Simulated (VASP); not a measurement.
Runs of VASP 6.6.1 on Li. The structure is that of space group Fm-3m (No. 225), or close to it. The cells are those of the table. 

| task | cell | k mesh | cutoff (eV) | gap on the mesh (eV) | pressure (GPa) | relaxed volume (Å³/atom) |
| --- | --- | --- | --- | --- | --- | --- |
| relaxation of cell and atoms | relaxed from a = 3.114 Å, angles 60.0°, 1 atom | 16 × 16 × 16 | 600 | none | 0.0 | 17.99 |
| relaxation of cell and atoms | relaxed from a = 2.954 Å, angles 60.0°, 1 atom | 18 × 18 × 18 | 600 | none | 0.0 | (a) |
| single point | a = 2.954 Å, angles 60.0°, 1 atom | 18 × 18 × 18 | 520 | none | - | - |
| single point | a = 2.954 Å, angles 60.0°, 1 atom | 16 × 16 × 16 | 520 | none | - | - |

Alike in all rows: level PBE+D3(BJ); potentials or basis VASP PAW PBE potentials, release 64 (Li_sv); no spin polarisation; smearing gaussian 0.1 eV.

Question: Estimate the missing entries.

Answer: (a) 18.10.

Caveats: the cutoff is under 1.25 times the usual one of these potentials, so pressure, stress and relaxed cells hold a basis-set (Pulay) error; pairwise dispersion overbinds metals, which lowers pressure and volume; the volume moved by over 15 % at a fixed basis, so the end points are rough (some runs); the volume moved by -16 % from the deposited cell, more than functionals usually miss (some runs).

A gap of «none» marks levels without a gap at the run's occupations.
